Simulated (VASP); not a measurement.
A run of VASP 6.6.1 is set up as follows.

File INCAR:

```
SYSTEM = Si3N4
PREC     = Accurate       ! precision mode
ENCUT    = 520            ! plane-wave cutoff, eV
EDIFF    = 1E-7           ! SCF threshold, eV
ISMEAR   = 0              ! smearing method
SIGMA    = 0.1            ! smearing width, eV
LREAL    = .FALSE.        ! projectors in reciprocal space
LASPH    = .TRUE.         ! aspherical terms in the spheres
NELM     = 60             ! most SCF steps
ALGO     = Normal         ! electronic algorithm
ISIF     = 2              ! what is computed and relaxed
LWAVE    = .FALSE.        ! write WAVECAR
LCHARG   = .FALSE.        ! write CHGCAR
GGA      = PE             ! functional
IVDW     = 12             ! dispersion correction
NBANDS   = 45             ! bands
```

Contents of KPOINTS:

```
regular mesh
0
G
  3 3 8
  0 0 0
```

File POSCAR:

```
Si3N4
1.0
    7.6190526389      0.0000000000      0.0000000000
   -3.8095263194      6.5982931380      0.0000000000
    0.0000000000      0.0000000000      2.9113636928
Si N
6 8
Direct
    0.1741197426      0.7679185534      0.2500000000
    0.4062011892      0.1741197426      0.7500000000
    0.2320814466      0.4062011892      0.2500000000
    0.8258802574      0.2320814466      0.7500000000
    0.5937988108      0.8258802574      0.2500000000
    0.7679185534      0.5937988108      0.7500000000
    0.3333333333      0.6666666667      0.2500000000
    0.6666666667      0.3333333333      0.7500000000
    0.3299555990      0.0299427547      0.2500000000
    0.3000128443      0.3299555990      0.7500000000
    0.9700572453      0.3000128443      0.2500000000
    0.6700444010      0.9700572453      0.7500000000
    0.6999871557      0.6700444010      0.2500000000
    0.0299427547      0.6999871557      0.7500000000
```

Potentials or basis: VASP PAW PBE potentials, release 64 (Si, N).

Command:

```console
$ cat potpaw_PBE.64/Si/POTCAR potpaw_PBE.64/N/POTCAR > POTCAR
$ mpirun -np 1 vasp_std > vasp.out
```

Problem. Predict the band gap on the k mesh.

Solution. 4.32 eV, indirect (least direct gap 4.50 eV).

Problem. Predict the dispersion energy per atom.

Solution. -0.256 eV.

Problem. Predict the largest force.

Solution. 0.010 eV/Å.

Problem. Estimate the pressure.

Solution. -0.3 GPa.

Forces on the atoms (eV/Å):
```
Si   0.010 -0.003  0.000
Si   0.008  0.007  0.000
Si  -0.002  0.010  0.000
Si  -0.010  0.003  0.000
Si  -0.008 -0.007  0.000
Si   0.002 -0.010  0.000
N    0.000  0.000  0.000
N    0.000  0.000  0.000
N   -0.003 -0.003  0.000
N    0.001 -0.004  0.000
N    0.004 -0.002  0.000
N    0.003  0.003  0.000
N   -0.001  0.004  0.000
N   -0.004  0.002  0.000
```

A k mesh can miss the band edges. PBE gaps usually lie below the measured ones, often by a third to a half.
